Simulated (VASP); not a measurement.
GaP3:

```xyz
4
Lattice="4.0597 0.0000 0.0000 0.0000 4.0597 0.0000 0.0000 0.0000 4.0180" Properties=species:S:1:pos:R:3 pbc="T T T"
Ga    0.0000    0.0000    0.0000
P     0.0000    2.0299    2.0090
P     2.0299    0.0000    2.0090
P     2.0299    2.0299    0.0000
```

| Quantity | Value |
| --- | --- |
| Program | VASP 6.6.1 |
| Task | relaxation of cell and atoms |
| Functional | PBE |
| Potentials or basis | VASP PAW PBE potentials, release 64 (Ga_d, P) |
| Cutoff | 600 eV |
| k mesh | 12 × 12 × 12 |
| Occupations | gaussian, width 0.1 eV |
| Spin | no spin polarisation |

At the start: pressure -2.8 GPa; volume 16.56 Å³/atom.

Question: Where does the relaxation end?

Answer: Over 3 steps the energy falls by 5.7 meV/atom and the volume is 15.92 Å³/atom (-3.8 %); space group Pm-3m (No. 221, to 0.1 Å) before and after.

The path:
| step | energy change (eV) | largest force (eV/Å) | pressure (GPa) | volume (Å³) |
| --- | --- | --- | --- | --- |
| 1 | 0.0000 | 0.0000 | -2.84 | 66.22 |
| 2 | -0.0226 | 0.0000 | 0.31 | 63.45 |
| 3 | -0.0229 | 0.0000 | 0.01 | 63.70 |

Final structure:
```yaml
crystal:
  lattice:
    - [4.00765, 0.00000, 0.00000]
    - [0.00000, 4.00765, 0.00000]
    - [0.00000, 0.00000, 3.96591]
  atoms:
    - { symbol: Ga, position: [0.00000, 0.00000, 0.00000] }
    - { symbol: P, position: [0.00000, 0.50000, 0.50000] }
    - { symbol: P, position: [0.50000, 0.00000, 0.50000] }
    - { symbol: P, position: [0.50000, 0.50000, 0.00000] }
```
